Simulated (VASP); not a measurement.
# Cd in VASP: further runs

The runs below take Cd through single point, relaxation of cell and atoms, with PBE.

All numbers are computed with VASP 6.6.1; they aren't measurements. Logs are shortened: lines on timing, memory, paths and dates and some standing lists are left out, and cuts for length are marked.

### 1 The cell of the first run

The typed cell holds 1 atom: a = 3.186 Å, b = 3.186 Å, c = 3.186 Å, α = 119.99°, β = 119.99°, γ = 90.01°.

### 2 Single point, PBE

The input, INCAR:

```
PREC = Accurate
ENCUT = 520
EDIFF = 1E-6
ISMEAR = 0
SIGMA = 0.1
LREAL = False
LASPH = True
NELM = 100
ALGO = Normal
ISIF = 2
LWAVE = False
LCHARG = False
GGA = PE
NBANDS = 12
```

The input, KPOINTS:

```
Automatic mesh
0
Gamma
  18 18 18
```

The input, POSCAR:

```
Cd
1.0
   -1.5933751349      1.5932322901      2.2527004682
    1.5933751349     -1.5932322901      2.2527004682
    1.5933751349      1.5932322901     -2.2527004682
Cd
1
Direct
    0.5000000000      0.5000000000      0.0000000000
```

Potentials or basis: VASP PAW PBE potentials, release 64 (Cd).

On the command line:

```
$ cat potpaw_PBE.64/Cd/POTCAR > POTCAR
$ mpirun -np 1 vasp_std > vasp.out
```

OUTCAR:

```text
PREC = Accurate
   ENCUT = 520
   EDIFF = 1E-6
   ISMEAR = 0
   LREAL = False
   LASPH = True
   NELM = 100
   ISIF = 2
   GGA = PE

 ion  position               nearest neighbor table
   1  0.500  0.500  0.000-

  LATTYP: Found a body centered orthorhombic cell.
 ALAT       =     3.1864645802
 B/A-ratio  =     1.0000896572
 C/A-ratio  =     1.4139184111

  Lattice vectors:

 A1 = (   1.5933751349,  -1.5932322901,  -2.2527004682)
 A2 = (  -1.5933751349,   1.5932322901,  -2.2527004682)
 A3 = (   1.5933751349,   1.5932322901,   2.2527004682)

Analysis of symmetry for initial positions (statically):
=====================================================================
 Subroutine PRICEL returns:
 Original cell was already a primitive cell.

 Routine SETGRP: Setting up the symmetry group for a
 body centered orthorhombic supercell.

 Subroutine GETGRP returns: Found  8 space group operations
 (whereof  8 operations were pure point group operations)
 out of a pool of  8 trial point group operations.

The static configuration has the point symmetry D_2h.

Analysis of symmetry for dynamics (positions and initial velocities):
=====================================================================
 Subroutine PRICEL returns:
 Original cell was already a primitive cell.

 Routine SETGRP: Setting up the symmetry group for a
 body centered orthorhombic supercell.

 Subroutine GETGRP returns: Found  8 space group operations
 (whereof  8 operations were pure point group operations)
 out of a pool of  8 trial point group operations.

The dynamic configuration has the point symmetry D_2h.

 Subroutine INISYM returns: Found  8 space group operations
 (whereof  8 operations are pure point group operations),
 and found     1 'primitive' translations

----------------------------------------------------------------------------------------

                                     Primitive cell

  volume of cell :      22.8750

  direct lattice vectors                    reciprocal lattice vectors
    -1.593375135  1.593232290  2.252700468     0.000000000  0.313827433  0.221955829
     1.593375135 -1.593232290  2.252700468     0.313799299  0.000000000  0.221955829
     1.593375135  1.593232290 -2.252700468     0.313799299  0.313827433  0.000000000

  length of vectors
     3.186203517  3.186203517  3.186203517     0.384385286  0.384362316  0.443799119

  position of ions in fractional coordinates (direct lattice)
     0.500000000  0.500000000  0.000000000

  ion indices of the primitive-cell ions
   primitive index   ion index
                 1           1

----------------------------------------------------------------------------------------

 KPOINTS: Automatic mesh

Automatic generation of k-mesh.
 Grid dimensions read from file:
 generate k-points for:   18   18   18

 Generating k-lattice:

  Cartesian coordinates                     Fractional coordinates (reciprocal lattice)
     0.000000000  0.017434857  0.012330879     0.055555556 -0.000000000  0.000000000
     0.017433294  0.000000000  0.012330879     0.000000000  0.055555556  0.000000000
     0.017433294  0.017434857  0.000000000     0.000000000 -0.000000000  0.055555556

  Length of vectors
     0.021354738  0.021353462  0.024655507

  Shift w.r.t. Gamma in fractional coordinates (k-lattice)
     0.000000000  0.000000000  0.000000000

 Subroutine IBZKPT returns following result:
 ===========================================

 Found    865 irreducible k-points:

 Following reciprocal coordinates:
            Coordinates               Weight
  0.000000  0.000000  0.000000      1.000000
  0.055556 -0.000000  0.000000      4.000000
  0.111111 -0.000000  0.000000      4.000000
  0.166667  0.000000  0.000000      4.000000
  0.222222  0.000000  0.000000      4.000000
  0.277778  0.000000  0.000000      4.000000
[... 16 lines left out ...]
 -0.333333  0.055556 -0.000000      8.000000
 -0.277778  0.055556  0.000000      8.000000
 [... further k-points ...]
   k-points           NKPTS =    865   k-points in BZ     NKDIM =    865   number of bands    NBANDS=     12
   number of dos      NEDOS =    301   number of ions     NIONS =      1
   total plane-waves  NPLWV =  13824
   dimension x,y,z NGX =    24 NGY =   24 NGZ =   24
   dimension x,y,z NGXF=    48 NGYF=   48 NGZF=   48
   ions per type =               1
   NGX,Y,Z   is equivalent  to a cutoff of  12.52, 12.52, 12.52 a.u.
   NGXF,Y,Z  is equivalent  to a cutoff of  25.04, 25.04, 25.04 a.u.
 SYSTEM =  unknown system
   PREC   = accura    normal or accurate (medium, high low for compatibility)
   ISTART =      0    job   : 0-new  1-cont  2-samecut
   ICHARG =      2    charge: 1-file 2-atom 10-const
   ISPIN  =      1    spin polarized calculation?
   LNONCOLLINEAR =      F non collinear calculations
   LSORBIT =      F    spin-orbit coupling
   LASPH  =      T    aspherical Exc in radial PAW
   ENCUT  =  520.0 eV  38.22 Ry    6.18 a.u.   5.92  5.92  5.92*2*pi/ulx,y,z
   NELM   =    100;   NELMIN=  2; NELMDL= -5     # of ELM steps
   EDIFF  = 0.1E-05   stopping-criterion for ELM
   LREAL  =      F    real-space projection
   EDIFFG = 0.1E-04   stopping-criterion for IOM
   NSW    =      0    number of steps for IOM
   IBRION =     -1    ionic relax: 0-MD 1-quasi-New 2-CG
   NFREE  =      0    steps in history (QN), initial steepest desc. (CG)
   ISIF   =      2    stress and relaxation
   ISYM   =      2    0-nonsym 1-usesym 2-fastsym
   POTIM  = 0.5000    time-step for ionic-motion
   TEBEG  =    0.0;   TEEND  =   0.0 temperature during run
   PSTRESS=    0.0 pullay stress
   NELECT =      12.0000    total number of electrons
   NUPDOWN=      -1.0000    fix difference up-down
   EMIN   =  10.00;   EMAX   =-10.00  energy-range for DOS
   EFERMI =   0.00;   METHOD = LEGACY
   ISMEAR =     0;   SIGMA  =   0.10  broadening in eV -4-tet -1-fermi 0-gaus
   EFERMI_NEDOS =   21; number of points for ismear=-14 and -15
   IALGO  =     38    algorithm
   IMIX   =      4    mixing-type and parameters
     AMIX     =   0.40;   BMIX     =  1.00
     AMIX_MAG =   1.60;   BMIX_MAG =  1.00
  volume/ion in A,a.u.               =      22.87       154.37
  Fermi-wavevector in a.u.,A,eV,Ry     =   1.320328  2.495057 23.718562  1.743265
  Thomas-Fermi vector in A             =   2.450162
   LORBIT       =      0    0 simple, 1 ext, 2 COOP (PROOUT), +10 PAW based schemes
   GGA     = PE    functional components
   LHFCALC =     F    Hartree Fock is set to
   AEXX    =    0.0000 exact exchange contribution
   IVDW    =     0    specifies the selected vdW correction
   LEPSILON=     F    determine dielectric tensor
   LRPA    =     F    only Hartree local field effects (RPA)
 non-spin polarized calculation
 Gauss-broadening in eV      SIGMA  =   0.10
  energy-cutoff  :      520.00
  volume of cell :       22.87
 maximum number of plane-waves:       636
   NGX = 11   NGY = 11   NGZ = 11

 number of electron      11.9999992 magnetization

 Free energy of the ion-electron system (eV)
  ---------------------------------------------------
  ext. energy  EPLUGINS =         0.00000000
  ---------------------------------------------------
  free energy    TOTEN  =        -0.74078552 eV

  energy without entropy =       -0.73921973  energy(sigma->0) =       -0.74000263

 E-fermi :   2.4487     XC(G=0): -10.7407

 val. band max:        2.4350083879   @ k =   0.5000   0.5000   0.3889
 cond. band min:       2.4896816800   @ k =  -0.1111  -0.4444   0.0556
 fundamental gap:      0.0546732920
 Fermi energy:         2.4486857862

 k-point     1 :       0.0000    0.0000    0.0000
  band No.  band energies     occupation
      1      -6.5108      2.00000
      2      -6.5106      2.00000
      3      -6.5099      2.00000
      4      -6.1018      2.00000
      5      -6.1012      2.00000
      6      -5.9397      2.00000
      7      16.2340      0.00000
      8      16.9920      0.00000
      9      16.9931      0.00000
     10      16.9950      0.00000
     11      20.2936      0.00000
     12      20.2944      0.00000

 k-point     2 :       0.0556   -0.0000    0.0000
  band No.  band energies     occupation
      1      -6.5173      2.00000
      2      -6.4988      2.00000
      3      -6.4982      2.00000
      4      -6.1047      2.00000
      5      -6.1041      2.00000
      6      -5.8623      2.00000
      7      15.6367      0.00000
      8      16.4576      0.00000
      9      16.8573      0.00000
     10      16.8592      0.00000
     11      20.5228      0.00000
     12      20.5239      0.00000

 k-point     3 :       0.1111   -0.0000    0.0000
  band No.  band energies     occupation
      1      -6.5462      2.00000
      2      -6.4678      2.00000
      3      -6.4671      2.00000
      4      -6.1092      2.00000
      5      -6.1085      2.00000
      6      -5.6207      2.00000
      7      13.7023      0.00000
      8      16.4004      0.00000
      9      16.5343      0.00000
     10      16.5367      0.00000
     11      20.7704      0.00000
     12      21.1050      0.00000
[... 286 lines left out ...]
 k-point    23 :      -0.3333    0.0556   -0.0000
  band No.  band energies     occupation
      1      -6.7896      2.00000
      2      -6.4530      2.00000
      3      -6.4210      2.00000
      4      -6.0159      2.00000
      5      -5.8921      2.00000
      6      -3.1947      2.00000
      7       6.3663      0.00000
      8      14.1819      0.00000
      9      15.0838      0.00000
     10      15.8987      0.00000
     11      19.1102      0.00000
     12      20.3626      0.00000

 k-point    24 :      -0.2778    0.0556    0.0000
  band No.  band energies     occupation
      1      -6.7168      2.00000
      2      -6.4257      2.00000
      3      -6.4001      2.00000
      4      -6.1010      2.00000
      5      -5.9690      2.00000
      6      -4.0555      2.00000
      7       8.2802      0.00000
      8      14.4234      0.00000
      9      15.3010      0.00000
     10      16.6866      0.00000
     11      19.0048      0.00000
     12      20.8374      0.00000

 [... further k-points ...]
[... 5 lines left out ...]
  --------------------------------------------------------------------------------------
  -------------------------------------------------------------------------------------
  Total        0.0221438      0.0222326      0.0237933      0.0000000      0.0000000      0.0000000
  in kB        1.5509633      1.5571836      1.6664963      0.0000000      0.0000000      0.0000000
  external PRESSURE =       1.5915477 kB  Pullay stress =       0.0000000 kB

 VOLUME and BASIS-vectors are now :
 -----------------------------------------------------------------------------
  energy-cutoff  :      520.00
  volume of cell :       22.87
      direct lattice vectors                 reciprocal lattice vectors
    -1.593375135  1.593232290  2.252700468     0.000000000  0.313827433  0.221955829
     1.593375135 -1.593232290  2.252700468     0.313799299  0.000000000  0.221955829
     1.593375135  1.593232290 -2.252700468     0.313799299  0.313827433  0.000000000

 POSITION                                       TOTAL-FORCE (eV/Angst)
 -----------------------------------------------------------------------------------
      0.00000      0.00000      2.25270         0.000000      0.000000      0.000000
 -----------------------------------------------------------------------------------
    total drift:                               -0.000000      0.000000      0.000000

  FREE ENERGIE OF THE ION-ELECTRON SYSTEM (eV)
  ---------------------------------------------------
  free  energy   TOTEN  =        -0.7407855238 eV

  energy  without entropy=       -0.7392197295  energy(sigma->0) =       -0.74000263
```

It took 2 min on 1 thread of Intel Xeon Platinum 8375C at 2.90GHz (Ice Lake), shared host; peak memory 0.33 GiB.

What came out:

| Property | Result |
| --- | --- |
| Free energy | -0.7408 eV |
| Pressure | 0.2 GPa |
| Band gap on the k mesh | zero (band 6 reaches 4.05 eV, above the bottom of band 7 at 1.11 eV) |

### 3 Relaxation of cell and atoms, PBE

This run uses another cell than the first one, of 27.79 Å³/atom, 1.215 times its volume.

The input, INCAR:

```
SYSTEM = Cd
PREC = Accurate
ENCUT = 600
EDIFF = 1E-6
ISMEAR = 0
SIGMA = 0.1
LREAL = .False.
LASPH = .True.
NELM = 100
ALGO = Normal
ISIF = 3
LWAVE = .False.
LCHARG = .False.
GGA = PE
IBRION = 2
NSW = 80
EDIFFG = -0.01
```

The input, KPOINTS:

```
Automatic mesh
0
Gamma
  18 18 18
  0 0 0
```

The input, POSCAR:

```
Cd
1.0
   -1.7019591747      1.7016579535      2.3984827595
    1.7019591747     -1.7016579535      2.3984827595
    1.7019591747      1.7016579535     -2.3984827595
Cd
1
Direct
    0.5000000000      0.5000000000      0.0000000000
```

Potentials or basis: VASP PAW PBE potentials, release 64 (Cd).

On the command line:

```
$ cat potpaw_PBE.64/Cd/POTCAR > POTCAR
$ mpirun -np 1 vasp_std > vasp.out
```

Run time: 16 min. Hardware: 1 thread of Intel Xeon Platinum 8375C at 2.90GHz (Ice Lake), shared host; peak memory 0.44 GiB.

The run converged. Its results:

| Quantity | Value |
| --- | --- |
| Free energy | -0.7428 eV |
| Relaxed volume | 22.95 Å³/atom |
| Relaxed cell | a = 3.190 Å, b = 3.190 Å, c = 3.190 Å, α = 120.00°, β = 120.01°, γ = 89.99° |
| Space group after relaxing (to 0.05 Å) | Fm-3m (No. 225) |
| Energy gained by relaxing | 85.9 meV/atom |
| Ionic steps | 8 |
| Pressure after relaxing | -0.1 GPa |
| Band gap on the k mesh | zero (band 6 reaches 4.02 eV, above the bottom of band 7 at 1.08 eV) |

Step by step:
| step | energy change (eV) | largest force (eV/Å) | pressure (GPa) | volume (Å³) |
| --- | --- | --- | --- | --- |
| 1 | 0.0000 | 0.0000 | -4.43 | 27.79 |
| 2 | -0.0692 | 0.0000 | -2.61 | 24.81 |
| 3 | -0.0856 | 0.0000 | -0.40 | 23.17 |
| 4 | -0.0859 | 0.0000 | 0.07 | 22.90 |
| 5 | -0.0859 | 0.0000 | -0.10 | 22.99 |
| 6 | -0.0859 | 0.0000 | -0.09 | 22.99 |
| 7 | -0.0859 | 0.0000 | -0.10 | 22.99 |
| 8 | -0.0859 | 0.0000 | -0.05 | 22.95 |

Final structure:
```
Cd
1.0
    -1.59506    1.59478    2.25592
     1.59506   -1.59478    2.25592
     1.59506    1.59478   -2.25592
Cd
1
Cartesian
  1.5951 1.5948 0.0000
```

Levels at points of the mesh, in eV from the Fermi level:
```
           k point  band 3  band 4  band 5  band 6  band 7  band 8  band 9  band 10
(0.00, 0.00, 0.00)   -8.95   -8.55   -8.54   -8.36   13.77   14.51   14.51    14.51
(0.50, 0.00, 0.00)   -8.95   -8.21   -8.21   -2.06   -1.34   12.15   12.15    12.89
(0.00, 0.50, 0.00)   -8.95   -8.21   -8.21   -2.07   -1.34   12.15   12.16    12.90
(0.50, 0.50, 0.00)   -8.23   -8.12   -8.12   -0.62    1.26    6.68    6.68    10.74
(0.50, 0.50, 0.50)   -8.23   -8.12   -8.12   -0.62    1.26    6.68    6.68    10.74
```

Caveat: the volume moved by over 15 % at a fixed basis, so the end points are rough.
